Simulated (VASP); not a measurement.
## C3BrN: single point with PBE

C3BrN:

```
CELL_PARAMETERS angstrom
2.29979 1.32778 5.70682
-2.29979 1.32778 5.70682
0.00000 -2.65557 5.70682
ATOMIC_POSITIONS crystal
C 0.70742 0.79258 0.25000
C 0.79258 0.25000 0.70742
C 0.29258 0.20742 0.75000
C 0.75000 0.29258 0.20742
C 0.20742 0.75000 0.29258
C 0.25000 0.70742 0.79258
Br 0.25000 0.25000 0.25000
Br 0.75000 0.75000 0.75000
N 0.00000 0.00000 0.00000
N 0.50000 0.50000 0.50000
```

```
Program                : VASP 6.6.1
Task                   : single point
Functional             : PBE
Potentials or basis    : VASP PAW PBE potentials, release 64 (C, Br, N)
Cutoff                 : 520 eV
k mesh                 : 6 × 6 × 6
Occupations            : gaussian, width 0.1 eV
Spin                   : no spin polarisation
Dipole correction      : no
Further INCAR settings : ALGO = Normal; EDIFF = 1e-06; NBANDS = 35
```

The pressure is 0.1 GPa and the largest force is 0.039 eV/Å. The band gap on the k mesh is zero (band 24 reaches 6.55 eV, above the bottom of band 25 at 5.68 eV).

Forces in eV/Å, atoms in the order of the input:
```
C    0.039  0.000  0.000
C   -0.019 -0.034  0.000
C   -0.039  0.000  0.000
C    0.019 -0.034  0.000
C    0.019  0.034  0.000
C   -0.019  0.034  0.000
Br   0.000  0.000  0.000
Br   0.000  0.000  0.000
N    0.000  0.000  0.000
N    0.000  0.000  0.000
```

Stress tensor (GPa, compression positive):
```
 0.18  0.00  0.00
 0.00  0.18  0.00
 0.00  0.00 -0.18
```

Levels at points of the mesh, in eV from the Fermi level:
| k point | band 20 | band 21 | band 22 | band 23 | band 24 | band 25 | band 26 | band 27 | band 28 | band 29 |
| --- | --- | --- | --- | --- | --- | --- | --- | --- | --- | --- |
| (0.00, 0.00, 0.00) | -2.20 | -1.79 | 0.36 | 0.44 | 0.44 | 0.73 | 0.73 | 2.67 | 2.67 | 2.94 |
| (0.50, 0.00, 0.00) | -2.78 | -2.09 | -2.09 | -0.84 | -0.84 | 0.16 | 0.16 | 0.73 | 0.73 | 1.02 |
| (0.50, 0.50, 0.00) | -2.45 | -2.09 | -0.63 | -0.37 | 0.09 | 0.51 | 0.67 | 0.87 | 1.29 | 1.41 |
| (0.50, 0.50, 0.50) | -2.85 | -2.85 | -2.85 | -0.36 | -0.36 | 2.72 | 2.72 | 2.72 | 2.72 | 2.91 |

It took 2.8 min on 1 thread of AMD EPYC 9R14 (Zen 4), with other jobs on the host, peak memory 0.32 GiB.
